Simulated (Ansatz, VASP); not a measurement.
**Two plane-wave programs on Ni**

The input POSCAR:

```
Ni
1.0
    0.0000000000      1.7596086113      1.7596086113
    1.7596086113      0.0000000000      1.7596086113
    1.7596086113      1.7596086113      0.0000000000
Ni
1
Direct
    0.0000000000      0.0000000000      0.0000000000
```

INCAR.step1

```
SYSTEM = Ni
PREC = Accurate ; ENCUT = 520
ISMEAR = -1 ; SIGMA = 0.08
LREAL = .FALSE. ; LASPH = .TRUE.
NELM = 150 ; ISPIN = 2
MAGMOM = 1.5 ; LMAXMIX = 4
NBANDS = 15 ; GGA = PE
ALGO = Normal ; EDIFF = 1E-4
LWAVE = .TRUE. ; LCHARG = .FALSE.
```

INCAR.step2

```
SYSTEM = Ni
PREC = Accurate ; ENCUT = 520
EDIFF = 1E-8 ; ISMEAR = -1
SIGMA = 0.08 ; LREAL = .FALSE.
LASPH = .TRUE. ; NELM = 150
ALGO = Normal ; ISIF = 2
LWAVE = .FALSE. ; LCHARG = .FALSE.
ISPIN = 2 ; MAGMOM = 1.5
LORBIT = 11 ; LMAXMIX = 4
METAGGA = R2SCAN ; LMIXTAU = .TRUE.
LEFG = .TRUE. ; NBANDS = 15
ISTART = 1
```

The input KPOINTS:

```
regular mesh
0
G
  18 18 18
  0 0 0
```

Input for Ansatz:

```yaml
crystal:
  lattice:
    - [0.0, 1.7596086113, 1.7596086113]
    - [1.7596086113, 0.0, 1.7596086113]
    - [1.7596086113, 1.7596086113, 0.0]
  atoms:
    - { symbol: Ni, position: [0.0, 0.0, 0.0], spin: 1.5 }
magnetization:
  spin_polarized: true
kpoints:
  mp_grid: { grid: [18, 18, 18] }
  band_path:
    path:
      - [0.0, 0.0, 0.0]
      - [0.5, 0.0, 0.5]
      - [0.625, 0.25, 0.625]
      - [0.375, 0.375, 0.75]
      - [0.0, 0.0, 0.0]
      - [0.5, 0.5, 0.5]
      - [0.5, 0.25, 0.75]
      - [0.5, 0.0, 0.5]
    npoints: 5
scf:
  occupations: { method: fermi_dirac, width: 0.08 }
hamiltonian:
  xc: r2scan
  pseudopotentials: { kind: paw }
output:
  forces: true
  stress: true
  eigenvalues: true
  efg: { contact_densities: true }
```

Alike in both runs: task electric field gradients; functional r2SCAN; k mesh 18 × 18 × 18; occupations fermi-dirac, width 0.08 eV; collinear spin.

|  | VASP | Ansatz |
| --- | --- | --- |
| version | VASP 6.6.1 | Ansatz 0.2.0 |
| potentials or method | VASP PAW PBE potentials, release 64 (Ni) | PAW with Ansatz's default frozen-core files, scalar-relativistic |
| plane-wave cutoff (eV) | 520 | 500 |
| valence electrons in the cell | 10 | 18 |

|  | VASP | Ansatz | Ansatz less VASP |
| --- | --- | --- | --- |
| pressure (GPa) | -6.5 | -6.9 | -0.33 |
| net moment per atom (μB) | 0.74 | 0.76 | +0.022 |
| size of the moment on the site where the two differ most (μB) | 0.76 | 0.83 | +0.067 |

VASP's potentials were made for PBE, not for r2SCAN. Site moments also hang on the region over which each program counts them. VASP's potentials hold 10 valence electrons a cell and Ansatz's 18, so a difference there can come from the potentials and not from the codes. Ansatz's warnings: stability check not made.
